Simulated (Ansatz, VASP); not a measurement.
**HfN in VASP and in Ansatz**

```
CELL_PARAMETERS angstrom
0.00000 2.26500 2.26500
2.26500 0.00000 2.26500
2.26500 2.26500 0.00000
ATOMIC_POSITIONS crystal
Hf 0.00000 0.00000 0.00000
N 0.50000 0.50000 0.50000
```

Alike in both runs: task relaxation of cell and atoms; functional PBEsol; k mesh 16 × 16 × 16; occupations gaussian, width 0.1 eV; no spin polarisation.

|  | VASP | Ansatz |
| --- | --- | --- |
| version | VASP 6.6.1 | Ansatz 0.2.0 |
| potentials or method | VASP PAW PBE potentials, release 64 (Hf_pv, N) | scalar-relativistic, plane waves, PAW |
| plane-wave cutoff (eV) | 600 | 420 |
| valence electrons in the cell | 15 | 31 |

|  | VASP | Ansatz | Ansatz less VASP |
| --- | --- | --- | --- |
| gap on the k mesh at the Fermi level, each at its own relaxed structure (eV) | none | none | - |
| relaxed volume (Å³/atom) | 11.31 | 11.40 | +0.092 |
| relaxed cell length with the largest relative difference (Å) | 3.174 | 3.183 | +0.0086 |

VASP's potentials were made for PBE, not for PBEsol. A gap of «none» marks a metal or a gap that the smearing closes. VASP's potentials hold 15 valence electrons a cell and Ansatz's 31, so a difference there can come from the potentials and not from the codes.

Neither program's run includes spin-orbit coupling.
